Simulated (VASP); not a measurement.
Set up this calculation in VASP 6.6.1, as the native input.

```yaml
Task: single point
Functional: PBE
Potentials_or_basis: VASP PAW PBE potentials, release 64 (Mg, S)
Cutoff: 600 eV
k_mesh: 6 × 6 × 6
Occupations: gaussian, width 0.01 eV
Spin: no spin polarisation
Dipole_correction: no
Further_INCAR_settings: ALGO = Normal; EDIFF = 1e-06; NBANDS = 11
```

The structure of MgS lies in POSCAR:

```
MgS
1.0
    0.0000000000      2.8308768389      2.8308768389
    2.8308768389      0.0000000000      2.8308768389
    2.8308768389      2.8308768389      0.0000000000
Mg S
1 1
Direct
    0.0000000000      0.0000000000      0.0000000000
    0.2500000000      0.2500000000      0.2500000000
```

One way to write it, as run:

INCAR

```
PREC     = Accurate       # precision mode
ENCUT    = 600            # plane-wave cutoff, eV
EDIFF    = 1E-6           # SCF threshold, eV
ISMEAR   = 0              # smearing method
SIGMA    = 0.01           # smearing width, eV
LREAL    = F              # projectors in reciprocal space
LASPH    = T              # aspherical terms in the spheres
NELM     = 120            # most SCF steps
ALGO     = Normal         # electronic algorithm
ISIF     = 2              # what is computed and relaxed
LWAVE    = F              # write WAVECAR
LCHARG   = F              # write CHGCAR
GGA      = PE             # functional
NBANDS   = 11             # bands
GGA_COMPAT= F
```

KPOINTS

```
Automatic mesh
0
Gamma
  6 6 6
```

Potentials or basis: VASP PAW PBE potentials, release 64 (Mg, S).

The run is started by

```console
$ cat potpaw_PBE.64/Mg/POTCAR potpaw_PBE.64/S/POTCAR > POTCAR
$ mpirun -np 1 vasp_std > vasp.out
```

It gave:

```
Pressure               : 1.0 GPa
Band gap on the k mesh : 3.46 eV, direct
```

Run time: 8.9 s on 1 thread of Intel(R) Xeon(R) Platinum 8259CL CPU @ 2.50GHz (Skylake/Cascade Lake), on a shared host, peak memory 0.17 GiB.
